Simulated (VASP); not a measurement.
Input of a VASP 6.6.1 run:

The input INCAR:

```
  ALGO = Normal
  EDIFF = 1E-7
  EDIFFG = -0.01
  ENCUT = 600
  GGA = PE
  IBRION = 2
  ISIF = 3
  ISMEAR = 0
  LASPH = True
  LCHARG = False
  LREAL = False
  LWAVE = False
  NELM = 100
  NSW = 100
  PREC = Accurate
  SIGMA = 0.02
```

The input KPOINTS:

```
k-points
0
Gamma
  6 6 4
```

Contents of POSCAR:

```
CsC
1.0
    5.6224483194      0.0000000000      0.0000000000
   -2.8112241597      4.8691830761      0.0000000000
    0.0000000000      0.0000000000      8.9862337972
Cs C
4 4
Direct
    0.6666666667      0.3333333333      0.7500000000
    0.0000000000      0.0000000000      0.0000000000
    0.3333333333      0.6666666667      0.2500000000
    0.0000000000      0.0000000000      0.5000000000
    0.3333333333      0.6666666667      0.8206925447
    0.6666666667      0.3333333333      0.1793074553
    0.6666666667      0.3333333333      0.3206925447
    0.3333333333      0.6666666667      0.6793074553
```

Potentials or basis: VASP PAW PBE potentials, release 64 (Cs_sv, C).

The run is started by

```bash
$ cat potpaw_PBE.64/Cs_sv/POTCAR potpaw_PBE.64/C/POTCAR > POTCAR
$ mpirun -np 1 vasp_std > vasp.out
```

Q: What does it give for the band gap on the k mesh?

A: 2.40 eV, direct.

Q: Predict the relaxed cell.

A: a = 5.626 Å, b = 5.626 Å, c = 8.986 Å, α = 90.00°, β = 90.00°, γ = 120.00°.

Q: What does it give for the relaxed volume?

A: 30.80 Å³/atom.

Q: Predict the space group after relaxing (to 0.05 Å).

A: P6_3/mmc (No. 194).

Forces in eV/Å, atoms in the order of the input:
```
Cs   0.000  0.000  0.000
Cs   0.000  0.000  0.000
Cs   0.000  0.000  0.000
Cs   0.000  0.000  0.000
C    0.000  0.000 -0.003
C    0.000  0.000  0.003
C    0.000  0.000 -0.003
C    0.000  0.000  0.003
```

Caveat: spin-orbit coupling is left out, which moves the levels of the heavy elements. A hybrid or GW would open this gap; PBE tends to underestimate it.
